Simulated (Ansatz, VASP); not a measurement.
# BP in VASP and in Ansatz

File INCAR:

```
  ALGO = Normal
  EDIFF = 1E-6
  ENCUT = 500
  GGA = PS
  GGA_COMPAT = False
  ISIF = 2
  ISMEAR = 0
  LASPH = True
  LCHARG = False
  LREAL = False
  LWAVE = False
  NBANDS = 11
  NELM = 120
  PREC = Accurate
  SIGMA = 0.01
```

File KPOINTS:

```
k-points
0
Gamma
  6 6 6
```

Contents of POSCAR:

```
BP
1.0
    0.0000000000      2.2683156724      2.2683156724
    2.2683156724      0.0000000000      2.2683156724
    2.2683156724      2.2683156724      0.0000000000
B P
1 1
Direct
    0.0000000000      0.0000000000      0.0000000000
    0.2500000000      0.2500000000      0.2500000000
```

Input for Ansatz:

```yaml
crystal:
  lattice:
    - [0.0, 2.2683156724, 2.2683156724]
    - [2.2683156724, 0.0, 2.2683156724]
    - [2.2683156724, 2.2683156724, 0.0]
  atoms:
    - { symbol: B, position: [0.0, 0.0, 0.0] }
    - { symbol: P, position: [0.25, 0.25, 0.25] }
kpoints:
  mp_grid: { grid: [6, 6, 6] }
hamiltonian:
  xc: pbesol
scf:
  occupations: { method: fixed }
  n_extra_bands: 4
  mixing: { beta: 0.05 }
  max_iter: 57
output:
  forces: true
  stress: true
  eigenvalues: true
```

Alike in both runs: task single point; functional PBEsol; k mesh 6 × 6 × 6; no spin polarisation.

```csv
,VASP,Ansatz
version,VASP 6.6.1,Ansatz 0.2.0
potentials or method,"VASP PAW PBE potentials, release 64 (B, P)",plane waves
plane-wave cutoff (eV),500,420
occupations,"gaussian, width 0.01 eV",fixed
valence electrons in the cell,8,8
```

|  | VASP | Ansatz | Ansatz less VASP |
| --- | --- | --- | --- |
| gap on the k mesh at the Fermi level (eV) | 1.22 | 1.22 | +0.003 |
| pressure (GPa) | -1.6 | -1.7 | -0.11 |

VASP's potentials were made for PBE, not for PBEsol.
